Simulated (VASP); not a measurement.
The system is Ir.

```
Ir
1.0
    -1.52549    1.52549    1.52549
     1.52549   -1.52549    1.52549
     1.52549    1.52549   -1.52549
Ir
1
Direct
  0.00000 0.00000 0.00000
```

* Program: VASP 6.6.1
* Task: relaxation of cell and atoms
* Functional: LDA
* Potentials or basis: VASP PAW LDA potentials, release 64 (Ir)
* Cutoff: 500 eV
* k mesh: 16 × 16 × 16
* Occupations: gaussian, width 0.1 eV
* Spin: no spin polarisation

At the start: pressure 5.5 GPa; volume 14.20 Å³/atom.

Where does the relaxation end?

Over 4 steps the energy falls by 3.5 meV/atom and the volume is 14.41 Å³/atom (+1.5 %); space group Im-3m (No. 229, to 0.05 Å).

Step by step:
| step | energy change (eV) | largest force (eV/Å) | pressure (GPa) | volume (Å³) |
| --- | --- | --- | --- | --- |
| 1 | 0.0000 | 0.0000 | 5.46 | 14.20 |
| 2 | 0.0422 | 0.0000 | -17.13 | 15.22 |
| 3 | -0.0035 | 0.0000 | -0.13 | 14.41 |
| 4 | -0.0035 | 0.0000 | -0.01 | 14.41 |

Final structure:
```
Ir
1.0
    -1.53294    1.53294    1.53294
     1.53294   -1.53294    1.53294
     1.53294    1.53294   -1.53294
Ir
1
Cartesian
  0.0000 0.0000 0.0000
```
